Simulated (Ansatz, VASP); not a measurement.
**Au: VASP beside Ansatz**

File INCAR:

```
SYSTEM = Au
  ALGO = Fast
  EDIFF = 1E-6
  ENCUT = 520
  ISIF = 2
  ISMEAR = -1
  LASPH = .True.
  LCHARG = .False.
  LREAL = .False.
  LWAVE = .False.
  NBANDS = 12
  NELM = 100
  PREC = Accurate
  SIGMA = 0.05
```

The input KPOINTS:

```
k-points
0
Gamma
  11 11 11
  0 0 0
```

File POSCAR:

```
Au
1.0
   -1.6682446112      1.6682446112      1.6682446112
    1.6682446112     -1.6682446112      1.6682446112
    1.6682446112      1.6682446112     -1.6682446112
Au
1
Direct
    0.0000000000      0.0000000000      0.0000000000
```

File input.yaml:

```yaml
crystal:
  lattice:
    - [-1.6682446112, 1.6682446112, 1.6682446112]
    - [1.6682446112, -1.6682446112, 1.6682446112]
    - [1.6682446112, 1.6682446112, -1.6682446112]
  atoms:
    - { symbol: Au, position: [0.0, 0.0, 0.0] }
kpoints:
  mp_grid: { grid: [11, 11, 11] }
scf:
  occupations: { method: fermi_dirac, width: 0.05 }
hamiltonian:
  xc: lda
  pseudopotentials: { kind: all_electron, lapw: { basis_error: 0.001 } }
output:
  forces: true
  stress: true
  eigenvalues: true
```

Change from the starting cell: volume scaled by 1.02.

Alike in both runs: task single point; functional LDA; k mesh 11 × 11 × 11; occupations fermi-dirac, width 0.05 eV; no spin polarisation.

|  | VASP | Ansatz |
| --- | --- | --- |
| version | VASP 6.6.1 | Ansatz 0.2.0 |
| potentials or method | VASP PAW LDA potentials, release 64 (Au), cutoff 520 eV | all-electron LAPW, scalar-relativistic |

|  | VASP | Ansatz | Ansatz less VASP |
| --- | --- | --- | --- |
| gap on the k mesh at the Fermi level (eV) | none | none | - |
| pressure (GPa) | -14.7 | -15.0 | -0.34 |

LDA's correlation is that of Perdew and Zunger in VASP and of Perdew and Wang (1992) in Ansatz. A gap of «none» marks a metal or a gap that the smearing closes. Ansatz ran all-electron here, and VASP with PAW potentials.

Neither program's run includes spin-orbit coupling.
